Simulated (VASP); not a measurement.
A run of VASP 6.6.1 is set up as follows.

File INCAR:

```
SYSTEM = Cs2Cl
ALGO = Normal
EDIFF = 1E-7
ENCUT = 520
GGA = PE
ISIF = 2
ISMEAR = 0
LASPH = .True.
LCHARG = .False.
LREAL = .False.
LWAVE = .False.
NBANDS = 20
NELM = 100
PREC = Accurate
SIGMA = 0.1
```

KPOINTS

```
k-points
0
Gamma
  12 12 12
  0 0 0
```

The input POSCAR:

```
Cs2Cl
1.0
    3.1052654512      1.7928258441      5.0876622897
   -3.1052654512      1.7928258441      5.0876622897
    0.0000000000     -3.5856516883      5.0876622897
Cs Cl
2 1
Direct
    0.2500924215      0.2500924215      0.2500924215
    0.7499075785      0.7499075785      0.7499075785
    0.0000000000      0.0000000000      0.0000000000
```

Potentials or basis: VASP PAW PBE potentials, release 64 (Cs_sv, Cl).

Command:

```console
$ cat potpaw_PBE.64/Cs_sv/POTCAR potpaw_PBE.64/Cl/POTCAR > POTCAR
$ mpirun -np 1 vasp_std > vasp.out
```

(1) Predict the pressure.

(2) What does it give for the band gap on the k mesh?

## Answers

(1) 0.0 GPa.

(2) zero (an odd number of electrons rules out a gap without spin polarisation).

Caveat: spin-orbit coupling is left out, which moves the levels of the heavy elements; an odd number of electrons without spin polarisation forces a metal; a magnetic or distorted state may lie lower.
